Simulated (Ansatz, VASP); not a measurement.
**CdF2 in VASP and in Ansatz**

```
Cd F
1.0
     0.00000    2.69410    2.69410
     2.69410    0.00000    2.69410
     2.69410    2.69410    0.00000
Cd F
1 2
Direct
  0.00000 0.00000 0.00000
  0.25000 0.25000 0.25000
  0.75000 0.75000 0.75000
```

Alike in both runs: task electric field gradients; functional r2SCAN; k mesh 8 × 8 × 8; occupations gaussian, width 0.05 eV; no spin polarisation.

```csv
,VASP,Ansatz
version,VASP 6.6.1,Ansatz 0.2.0
potentials or method,"VASP PAW PBE potentials, release 64 (Cd, F), cutoff 520 eV","scalar-relativistic, plane waves, PAW"
valence electrons in the cell,26,34
```

|  | VASP | Ansatz | Ansatz less VASP |
| --- | --- | --- | --- |
| gap on the k mesh at the Fermi level (eV) | 3.75 | 3.79 | +0.044 |
| least direct gap on the mesh (eV) | 4.25 | 4.31 | +0.053 |
| pressure (GPa) | 1.0 | 0.0 | -0.98 |

VASP's potentials were made for PBE, not for r2SCAN. VASP's potentials hold 26 valence electrons a cell and Ansatz's 34, so a difference there can come from the potentials and not from the codes.
